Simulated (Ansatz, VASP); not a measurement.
Two plane-wave programs on NiO

```xyz
2
Lattice="0.0000 2.0859 2.0859 2.0859 0.0000 2.0859 2.0859 2.0859 0.0000" Properties=species:S:1:pos:R:3 pbc="T T T"
Ni    0.0000    0.0000    0.0000
O     2.0859    2.0859    2.0859
```

Alike in both runs: functional RPBE; k mesh 6 × 6 × 6; occupations fermi-dirac, width 0.05 eV; collinear spin.

```csv
,VASP,Ansatz
version,VASP 6.6.1,Ansatz 0.2.0
potentials or method,"VASP PAW PBE potentials, release 64 (Ni, O)",Ansatz PAW
plane-wave cutoff (eV),520,420
valence electrons in the cell,16,24
task,single point,projected density of states
```

Ansatz gave:

* gap on the k mesh at the Fermi level (eV): none
* pressure (GPa): 12.4
* net moment per atom (μB): 0.88
* size of the moment on the site where the two differ most (μB): 0.28

**Question.** Which values does VASP return?

**Answer.** gap on the k mesh at the Fermi level (eV): none; pressure (GPa): 12.3; net moment per atom (μB): 0.88; size of the moment on the site where the two differ most (μB): 0.27.

VASP's potentials were made for PBE, not for RPBE. Site moments also hang on the region over which each program counts them. A gap of «none» marks a metal or a gap that the smearing closes. VASP's potentials hold 16 valence electrons a cell and Ansatz's 24, so a difference there can come from the potentials and not from the codes.

The k mesh is coarse, so the values compare programs but aren't converged.
